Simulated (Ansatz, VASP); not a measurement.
**C in VASP and in Ansatz**

Contents of INCAR:

```
PREC = Accurate
ENCUT = 600
EDIFF = 1E-6
ISMEAR = 0
SIGMA = 0.02
LREAL = F
LASPH = T
NELM = 120
ALGO = Normal
ISIF = 2
LWAVE = F
LCHARG = F
GGA = PE
NBANDS = 11
GGA_COMPAT = F
```

KPOINTS

```
Automatic mesh
0
Gamma
  6 6 6
```

POSCAR

```
C
1.0
    0.0000000000      1.7833700000      1.7833700000
    1.7833700000      0.0000000000      1.7833700000
    1.7833700000      1.7833700000      0.0000000000
C
2
Direct
    0.0000000000      0.0000000000      0.0000000000
    0.2500000000      0.2500000000      0.2500000000
```

Input for Ansatz:

```yaml
crystal:
  lattice:
    - [0.0, 1.78337, 1.78337]
    - [1.78337, 0.0, 1.78337]
    - [1.78337, 1.78337, 0.0]
  atoms:
    - { symbol: C, position: [0.0, 0.0, 0.0] }
    - { symbol: C, position: [0.25, 0.25, 0.25] }
basis:
  ecutwfc: 420
kpoints:
  mp_grid: { grid: [6, 6, 6] }
hamiltonian:
  xc: pbe
scf:
  occupations: { method: gaussian, width: 0.02 }
output:
  forces: true
  stress: true
  eigenvalues: true
```

Alike in both runs: task single point; functional PBE; k mesh 6 × 6 × 6; occupations gaussian, width 0.02 eV; no spin polarisation.

```csv
,VASP,Ansatz
version,VASP 6.6.1,Ansatz 0.2.0
potentials or method,"VASP PAW PBE potentials, release 64 (C), cutoff 600 eV","scalar-relativistic, plane waves, PAW"
valence electrons in the cell,8,8
```

```csv
,VASP,Ansatz,Ansatz less VASP
gap on the k mesh at the Fermi level (eV),4.15,4.16,+0.007
least direct gap on the mesh (eV),5.59,5.59,+0.004
pressure (GPa),1.9,1.8,-0.04
```

The k mesh is coarse, so the values compare programs but aren't converged.
